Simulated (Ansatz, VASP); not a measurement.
## Two plane-wave programs on Ag3Os

```
Ag Os
1.0
     2.74984    0.00000    0.00000
    -1.37492    2.38143    0.00000
     0.00000    0.00000   10.67723
Ag Os
3 1
Direct
  0.66667 0.33333 0.25985
  0.66667 0.33333 0.74015
  0.33333 0.66667 0.50000
  0.66667 0.33333 0.00000
```

Alike in both runs: functional PBE; k mesh 6 × 6 × 3; occupations gaussian, width 0.2 eV; no spin polarisation.

Ansatz relaxed the structure, and its values are those at the end. VASP's run is a single point on that final structure, the one shown.

|  | VASP | Ansatz |
| --- | --- | --- |
| version | VASP 6.6.1 | Ansatz 0.2.0 |
| potentials or method | VASP PAW PBE potentials, release 64 (Ag, Os), cutoff 520 eV | scalar-relativistic, plane waves, PAW |
| valence electrons in the cell | 41 | 73 |

VASP gave:

```
gap on the k mesh at the Fermi level (eV) : none
pressure (GPa)                            : -0.5
rms of the force components (eV/Å)        : 0.005
```

Question: Estimate Ansatz's values.

Answer: gap on the k mesh at the Fermi level (eV): none; pressure (GPa): -0.2; rms of the force components (eV/Å): 0.003.

A gap of «none» marks a metal or a gap that the smearing closes. With one functional, cell and mesh, what is left measures potentials, basis and numerics. VASP's potentials hold 41 valence electrons a cell and Ansatz's 73, so a difference there can come from the potentials and not from the codes.

The k mesh is coarse, so the values compare programs but aren't converged. Neither program's run includes spin-orbit coupling.
